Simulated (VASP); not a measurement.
Wanted: the native input for a VASP 6.6.1 run.

| Property | Result |
| --- | --- |
| Task | single point |
| Functional | PBE |
| Potentials or basis | VASP PAW PBE potentials, release 64 (K_sv, F) |
| Cutoff | 520 eV |
| k mesh | 6 × 6 × 1 |
| Occupations | gaussian, width 0.1 eV |
| Spin | collinear spin, ferromagnetic start |
| Starting moments | [0.0, 0.0, 0.35, 0.35, 0.35] μB |
| Dipole correction | yes |
| Further INCAR settings | ALGO = Normal; EDIFF = 1e-07; NBANDS = 32 |

The structure of K2F3 lies in POSCAR:

```
K2F3
1.0
    8.5686330075      0.0000004109      0.0000000000
   -4.2843168596      7.4206536547      0.0000000000
    0.0000000000      0.0000000000     31.1789092000
K F
2 3
Direct
    0.3333333333      0.6666666667      0.2954096267
    0.6666666667      0.3333333333      0.2819037067
    0.5000000000      0.5000000000      0.2886566667
    0.5000000000      0.0000000000      0.2886566667
    0.0000000000      0.5000000000      0.2886566667
```

These files were run (other wordings do the same):

INCAR

```
SYSTEM = K2F3
  ALGO = Normal
  DIPOL = 0.5 0.5 0.289
  EDIFF = 1E-7
  ENCUT = 520
  GGA = PE
  IDIPOL = 3
  ISIF = 2
  ISMEAR = 0
  ISPIN = 2
  LASPH = .True.
  LCHARG = .False.
  LDIPOL = .True.
  LORBIT = 11
  LREAL = .False.
  LWAVE = .False.
  MAGMOM = 0 0 0.35 0.35 0.35
  NBANDS = 32
  NELM = 150
  PREC = Accurate
  SIGMA = 0.1
```

KPOINTS

```
k-points
0
Gamma
  6 6 1
  0 0 0
```

Potentials or basis: VASP PAW PBE potentials, release 64 (K_sv, F).

Launch:

```bash
$ cat potpaw_PBE.64/K_sv/POTCAR potpaw_PBE.64/F/POTCAR > POTCAR
$ mpirun -np 1 vasp_std > vasp.out
```

It gave:

```
Largest force                                         : 0.005 eV/Å
Band gap on the k mesh                                : zero (filled and empty bands touch)
Net moment                                            : 1.00 μB per cell
Site moments                                          : K +0.00; F +0.28 μB
Valence electrons inside the program's atomic spheres : K 7.57; F 5.99
```

It took 54 min on 1 thread of Intel(R) Xeon(R) Platinum 8259CL CPU @ 2.50GHz (Skylake/Cascade Lake) (shared host), peak memory 2.7 GiB.
